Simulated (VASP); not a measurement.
# SnO (P4/nmm) in VASP: further runs, part 2 of 2

VASP 6.6.1. Earlier steps stand in the parts before.

## (5) Single point, r2SCAN

This run uses another cell than the first one, of 17.11 Å³/atom.

POSCAR

```
SnO
1.0
    3.7925880617      0.0000000000      0.0000000000
    0.0000000000      3.7925880617      0.0000000000
    0.0000000000      0.0000000000      4.7583872278
Sn O
2 2
Direct
    0.0000000000      0.5000000000      0.2410331232
    0.5000000000      0.0000000000      0.7589668768
    0.5000000000      0.5000000000      0.0000000000
    0.0000000000      0.0000000000      0.0000000000
```

INCAR.step1

```
ALGO = Normal
EDIFF = 1E-5
ENCUT = 910
GGA = PE
GGA_COMPAT = F
ISMEAR = -1
LASPH = T
LCHARG = F
LREAL = F
LWAVE = T
NBANDS = 28
NELM = 120
PREC = Accurate
SIGMA = 0.02
```

INCAR.step2

```
ALGO = Normal
EDIFF = 1E-6
ENCUT = 910
GGA_COMPAT = F
ISIF = 2
ISMEAR = -1
ISTART = 1
LASPH = T
LCHARG = F
LMIXTAU = T
LREAL = F
LWAVE = F
METAGGA = R2SCAN
NBANDS = 28
NELM = 120
PREC = Accurate
SIGMA = 0.02
```

KPOINTS

```
k-points
0
Gamma
  6 6 6
```

Potentials or basis: VASP PAW PBE potentials, release 64 (Sn_d, O_h).

The run is started by

```console
$ cat potpaw_PBE.64/Sn_d/POTCAR potpaw_PBE.64/O_h/POTCAR > POTCAR
$ cp INCAR.step1 INCAR
$ mpirun -np 1 vasp_std > vasp.out
$ cp INCAR.step2 INCAR
$ mpirun -np 1 vasp_std > vasp.out
```

OUTCAR:

```text
EDIFF = 1E-6
   ENCUT = 910
   ISIF = 2
   ISMEAR = -1
   ISTART = 1
   LASPH = T
   LREAL = F
   METAGGA = R2SCAN
   NELM = 120
   PREC = Accurate

 ion  position               nearest neighbor table
   1  0.000  0.500  0.241-   3 2.22   4 2.22   4 2.22   3 2.22   2 3.53   2 3.53   2 3.53   2 3.53
                             2 3.64   2 3.64   2 3.64   2 3.64
   2  0.500  0.000  0.759-   3 2.22   4 2.22   3 2.22   4 2.22   1 3.53   1 3.53   1 3.53   1 3.53
                             1 3.64   1 3.64   1 3.64   1 3.64
   3  0.500  0.500  0.000-   1 2.22   2 2.22   2 2.22   1 2.22
   4  0.000  0.000  0.000-   1 2.22   2 2.22   1 2.22   2 2.22

  LATTYP: Found a simple tetragonal cell.
 ALAT       =     3.7925880617
 C/A-ratio  =     1.2546543812

  Lattice vectors:

 A1 = (   3.7925880617,   0.0000000000,   0.0000000000)
 A2 = (   0.0000000000,   3.7925880617,   0.0000000000)
 A3 = (   0.0000000000,   0.0000000000,   4.7583872278)

Analysis of symmetry for initial positions (statically):
=====================================================================
 Subroutine PRICEL returns:
 Original cell was already a primitive cell.

 Routine SETGRP: Setting up the symmetry group for a
 simple tetragonal supercell.

 Subroutine GETGRP returns: Found 16 space group operations
 (whereof  8 operations were pure point group operations)
 out of a pool of 16 trial point group operations.

The static configuration has the point symmetry D_2d.
 The point group associated with its full space group is D_4h.

Analysis of symmetry for dynamics (positions and initial velocities):
=====================================================================
 Subroutine PRICEL returns:
 Original cell was already a primitive cell.

 Routine SETGRP: Setting up the symmetry group for a
 simple tetragonal supercell.
[... 125 lines left out ...]
   ISMEAR =    -1;   SIGMA  =   0.02  broadening in eV -4-tet -1-fermi 0-gaus
   EFERMI_NEDOS =   21; number of points for ismear=-14 and -15
   IALGO  =     38    algorithm
   IMIX   =      4    mixing-type and parameters
     AMIX     =   0.40;   BMIX     =  1.00
     AMIX_MAG =   1.60;   BMIX_MAG =  1.00
  volume/ion in A,a.u.               =      17.11       115.47
  Fermi-wavevector in a.u.,A,eV,Ry     =   1.368730  2.586525 25.489451  1.873422
  Thomas-Fermi vector in A             =   2.494668
   LORBIT       =      0    0 simple, 1 ext, 2 COOP (PROOUT), +10 PAW based schemes
   METAGGA = R2SCAN    functional components
   LHFCALC =     F    Hartree Fock is set to
   AEXX    =    0.0000 exact exchange contribution
   IVDW    =     0    specifies the selected vdW correction
   LEPSILON=     F    determine dielectric tensor
   LRPA    =     F    only Hartree local field effects (RPA)
 non-spin polarized calculation
  energy-cutoff  :      910.00
  volume of cell :       68.44
 maximum number of plane-waves:      4296
 NGX is ok and might be reduce to    40
   NGX = 19   NGY = 19   NGZ = 23

 number of electron      39.9999997 magnetization

 Free energy of the ion-electron system (eV)
  ---------------------------------------------------
  ext. energy  EPLUGINS =         0.00000000
  ---------------------------------------------------
  free energy    TOTEN  =       -66.91101970 eV

  energy without entropy =      -66.91069627  energy(sigma->0) =      -66.91085799

 E-fermi :   7.7272     XC(G=0): -11.0826

 val. band max:        7.7222183601   @ k =   0.0000   0.0000   0.0000
 cond. band min:       7.7526243200   @ k =   0.5000   0.5000   0.0000
 fundamental gap:      0.0304059598
 Fermi energy:         7.7272312211

 k-point     1 :       0.0000    0.0000    0.0000
  band No.  band energies     occupation
      1     -15.3478      2.00000
      2     -14.7603      2.00000
      3     -14.7551      2.00000
      4     -14.7551      2.00000
      5     -14.7016      2.00000
      6     -14.6827      2.00000
[... 733 lines left out ...]
     27      17.3784      0.00000
     28      17.3784      0.00000

 [... further k-points ...]

------------------------ aborting loop because EDIFF is reached ----------------------------------------

  FORCE on cell =-STRESS in cart. coord.  units (eV):
  Direction    XX          YY          ZZ          XY          YZ          ZX
  --------------------------------------------------------------------------------------
  -------------------------------------------------------------------------------------
  Total        0.7446714      0.7446714      0.7161368      0.0000000     -0.0000000      0.0000000
  in kB       17.4318763     17.4318763     16.7639153      0.0000000     -0.0000000      0.0000000
  external PRESSURE =      17.2092226 kB  Pullay stress =       0.0000000 kB

 VOLUME and BASIS-vectors are now :
 -----------------------------------------------------------------------------
  energy-cutoff  :      910.00
  volume of cell :       68.44
      direct lattice vectors                 reciprocal lattice vectors
     3.792588062  0.000000000  0.000000000     0.263672190  0.000000000  0.000000000
     0.000000000  3.792588062  0.000000000     0.000000000  0.263672190  0.000000000
     0.000000000  0.000000000  4.758387228     0.000000000  0.000000000  0.210155238

 POSITION                                       TOTAL-FORCE (eV/Angst)
 -----------------------------------------------------------------------------------
      0.00000      1.89629      1.14693         0.000000      0.000000      0.104676
      1.89629      0.00000      3.61146        -0.000000      0.000000     -0.104676
      1.89629      1.89629      0.00000         0.000000      0.000000      0.000000
      0.00000      0.00000      0.00000         0.000000     -0.000000      0.000000
 -----------------------------------------------------------------------------------
    total drift:                               -0.000000      0.000000     -0.000000

  FREE ENERGIE OF THE ION-ELECTRON SYSTEM (eV)
  ---------------------------------------------------
  free  energy   TOTEN  =       -66.9110196996 eV

  energy  without entropy=      -66.9106962740  energy(sigma->0) =      -66.91085799
```

OUTCAR.step1:

```text
EDIFF = 1E-5
   ENCUT = 910
   GGA = PE
   ISMEAR = -1
   LASPH = T
[... 976 lines left out ...]
      0.00000      1.89629      1.14693         0.000000      0.000000      0.574527
      1.89629      0.00000      3.61146        -0.000000      0.000000     -0.574527
      1.89629      1.89629      0.00000         0.000000     -0.000000      0.000000
      0.00000      0.00000      0.00000        -0.000000      0.000000      0.000000
 -----------------------------------------------------------------------------------
    total drift:                               -0.000000      0.000000     -0.000000

  FREE ENERGIE OF THE ION-ELECTRON SYSTEM (eV)
  ---------------------------------------------------
  free  energy   TOTEN  =       -22.6534973352 eV

  energy  without entropy=      -22.6529571395  energy(sigma->0) =      -22.65322724
```

OSZICAR.step1:

```text
N       E                     dE             d eps       ncg     rms          rms(c)
DAV:   1     0.528152431631E+03    0.52815E+03   -0.27189E+04  2348   0.312E+03
DAV:   2     0.863546927440E+02   -0.44180E+03   -0.42603E+03  2280   0.722E+02
DAV:   3    -0.165311000339E+02   -0.10289E+03   -0.99181E+02  2848   0.222E+02
DAV:   4    -0.259735591570E+02   -0.94425E+01   -0.92997E+01  2616   0.674E+01
DAV:   5    -0.262733711883E+02   -0.29981E+00   -0.29947E+00  2436   0.126E+01    0.118E+01
DAV:   6    -0.226420817544E+02    0.36313E+01   -0.14851E+01  3716   0.431E+01    0.483E+00
DAV:   7    -0.226735858787E+02   -0.31504E-01   -0.19906E+00  2564   0.837E+00    0.259E+00
DAV:   8    -0.226633316043E+02    0.10254E-01   -0.33869E-01  3240   0.425E+00    0.877E-01
DAV:   9    -0.226523583593E+02    0.10973E-01   -0.57894E-02  3660   0.253E+00    0.260E-01
DAV:  10    -0.226539186512E+02   -0.15603E-02   -0.85691E-03  3048   0.865E-01    0.168E-01
DAV:  11    -0.226534577030E+02    0.46095E-03   -0.21778E-03  3544   0.452E-01    0.231E-02
DAV:  12    -0.226535120202E+02   -0.54317E-04   -0.45075E-04  2336   0.126E-01    0.410E-02
DAV:  13    -0.226534986520E+02    0.13368E-04   -0.35979E-05  2084   0.530E-02    0.968E-03
DAV:  14    -0.226534973352E+02    0.13168E-05   -0.72683E-06  1164   0.208E-02
   1 F= -.22653497E+02 E0= -.22653227E+02  d E =-.540196E-03
```

Wall time 6 min (1 thread of Intel Xeon Platinum 8375C at 2.90GHz (Ice Lake), shared host); peak memory 0.37 GiB.

Results:

| Property | Result |
| --- | --- |
| Free energy | -66.9110 eV |
| Pressure | 1.7 GPa |
| Largest force | 0.105 eV/Å |
| Band gap on the k mesh | 0.03 eV (least direct gap 2.20 eV) |

Forces on the atoms (eV/Å):
```
Sn   0.000  0.000  0.105
Sn   0.000  0.000 -0.105
O    0.000  0.000  0.000
O    0.000  0.000  0.000
```

Levels at points of the mesh, in eV from the valence-band top:
```tsv
k point	band 17	band 18	band 19	band 20	band 21	band 22	band 23	band 24
(0.00, 0.00, 0.00)	-3.99	-3.69	-3.69	0.00	2.48	4.74	4.74	4.77
(0.50, 0.00, 0.00)	-5.40	-5.40	-3.10	-3.10	3.55	3.55	6.15	6.15
(0.50, 0.50, 0.00)	-3.00	-3.00	-2.17	-2.17	0.03	0.03	4.76	4.76
(0.00, 0.00, 0.50)	-3.70	-3.70	-2.96	-2.62	1.96	2.96	2.96	3.73
(0.50, 0.00, 0.50)	-5.35	-5.35	-2.08	-2.08	2.86	2.86	5.59	5.59
(0.50, 0.50, 0.50)	-3.04	-3.04	-3.01	-3.01	2.37	2.37	4.53	4.53
```

Caveat: the cutoff is under 1.25 times the usual one of these potentials, so pressure, stress and relaxed cells hold a basis-set (Pulay) error; the PAW data sets were made with another functional, which shifts forces and pressure a little; spin-orbit coupling is left out, which moves the levels of the heavy elements. A k mesh can miss the band edges.

## (6) The runs side by side

| level | cell | gap on the mesh (eV) | pressure (GPa) | largest force (eV/Å) |
| --- | --- | --- | --- | --- |
| r2SCAN | a = 3.793, b = 3.793, c = 4.568 Å, 4 atoms, atomic positions A | none | 2.8 | 0.11 |
| PBE | a = 3.793, b = 3.793, c = 4.854 Å, 4 atoms, atomic positions B | 0.05 | 5.1 | 0.57 |
| r2SCAN | a = 3.793, b = 3.793, c = 4.663 Å, 4 atoms, atomic positions C | none | 2.2 | 0.11 |
| r2SCAN | a = 3.793, b = 3.793, c = 4.758 Å, 4 atoms, atomic positions D | 0.03 | 1.7 | 0.10 |

Alike in all rows: task single point; potentials or basis VASP PAW PBE potentials, release 64 (Sn_d, O_h); no spin polarisation; k mesh 6 × 6 × 6; cutoff (eV) 910; smearing fermi-dirac 0.02 eV.

Caveats: the cutoff is under 1.25 times the usual one of these potentials, so pressure, stress and relaxed cells hold a basis-set (Pulay) error; spin-orbit coupling is left out, which moves the levels of the heavy elements; the PAW data sets were made with another functional, which shifts forces and pressure a little (at least some runs); semilocal functionals underestimate gaps, so a narrow gap can read as zero (at least some runs); the cell stands under pressure (at least some runs).

Total energies depend on the potentials used, so only differences within one code and one set of settings carry meaning.
